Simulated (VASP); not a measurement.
A run of VASP 6.6.1 is set up as follows.

The input INCAR:

```
PREC = Accurate
ENCUT = 520
EDIFF = 1E-6
ISMEAR = -1
SIGMA = 0.02
LREAL = Auto
LASPH = T
NELM = 80
ALGO = Normal
ISIF = 2
LWAVE = F
LCHARG = T
GGA = PE
IVDW = 12
LELF = T
LVHAR = T
NBANDS = 70
```

KPOINTS

```
Automatic mesh
0
Gamma
  1 1 1
```

The input POSCAR:

```
H2CO
1.0
    7.6012920000      0.0000000000      0.0000000000
    0.0000000000      7.6012920000      0.0000000000
    0.0000000000      0.0000000000      7.6012920000
O C H
8 8 16
Direct
    0.9314732285      0.8411991014      0.9962516898
   -0.0194177516      0.4299006011      0.2957786650
    0.5371455274      0.3401658560      0.6069626058
    0.5470254267      0.5797567045      0.0960889280
    0.3084212526      1.0189846673      0.7170886213
    0.5473016956      0.1001803378      1.1441081332
    0.2193179791      0.6229598863      0.7219167478
    0.7052222175      0.7718293153      0.4931135391
    0.9608366578      0.9577319224      0.8824420901
    0.0163656389      0.2814521531      0.2571668080
    0.6204208442      0.3802906138      0.4759585607
    0.5447231865      0.7064983163     -0.0023811741
    0.3400869221      0.9685458735      0.5696400033
    0.5954645605      0.1781144574      1.0087232539
    0.2090170987      0.4893904878      0.6308269699
    0.7948385617      0.8205710292      0.3708053841
    1.0385865982      1.0824212515      0.9183044146
    0.9252900691      0.9335518225      0.7405583156
   -0.0678568854      0.1958351291      0.1811797258
    0.1222029097      0.2030970524      0.3201297885
    0.5840717604      0.5000728823      0.4076543830
    0.7335463498      0.2978967260      0.4278088514
    0.6161715666      0.8314902256      0.0170365775
    0.4645920720      0.6997626193     -0.1142700478
    0.3197877413      1.0649900043      0.4646052276
    0.3886444568      0.8430540492      0.5198195254
    0.6273012535      0.3167487843      1.0135513805
    0.6084623509      0.1069555018      0.8805213640
    0.2342759626      0.5046378958      0.4759190938
    0.2210150590      0.3596888529      0.6949081814
    0.8452905111      0.9628100065      0.3521375050
    0.8308192870      0.7342567553      0.2618502223
```

Potentials or basis: VASP PAW PBE potentials, release 64 (O, C, H).

Launch:

```console
$ cat potpaw_PBE.64/O/POTCAR potpaw_PBE.64/C/POTCAR potpaw_PBE.64/H/POTCAR > POTCAR
$ mpirun -np 1 vasp_gam > vasp.out
```

Task: Predict the largest force.

Result: 2.939 eV/Å.

Task: Estimate the dispersion energy per atom.

Result: -0.041 eV.

Task: Estimate the pressure.

Result: 0.2 GPa.

Task: Estimate the band gap on the k mesh.

Result: 2.36 eV.

Forces on the atoms (eV/Å):
```
O    0.406  2.194 -1.913
O   -0.039  1.588 -0.098
O    0.032 -0.484  0.519
O    0.458 -0.122  0.678
O    0.010 -0.589  1.205
O    0.321  0.634 -1.041
O   -0.767 -0.590 -0.340
O   -0.144  0.253  0.608
C    0.446 -1.710  1.592
C    0.311 -1.549  0.917
C    0.087 -0.414  0.198
C    0.405  0.098  0.778
C   -0.218  1.083 -1.005
C   -0.449 -1.487  1.023
C    2.153  1.547 -1.139
C    0.359  0.896 -0.643
H   -0.686 -0.732 -0.364
H    0.026  0.286  0.529
H   -0.754 -0.267 -1.102
H    0.684  0.290  0.038
H    0.208  0.429 -0.744
H   -0.481  0.271  0.113
H    0.222 -0.148  0.406
H   -1.221  0.072 -1.902
H   -0.030  0.343 -0.795
H    0.206 -0.807  0.612
H    0.114  0.868 -0.090
H   -0.078  0.129  0.147
H   -0.786 -0.546  1.824
H   -0.589 -0.454 -0.248
H   -0.350 -0.699  0.486
H    0.144 -0.385 -0.249
```

Caveat: the k points lie up to 0.83 Å⁻¹ apart.
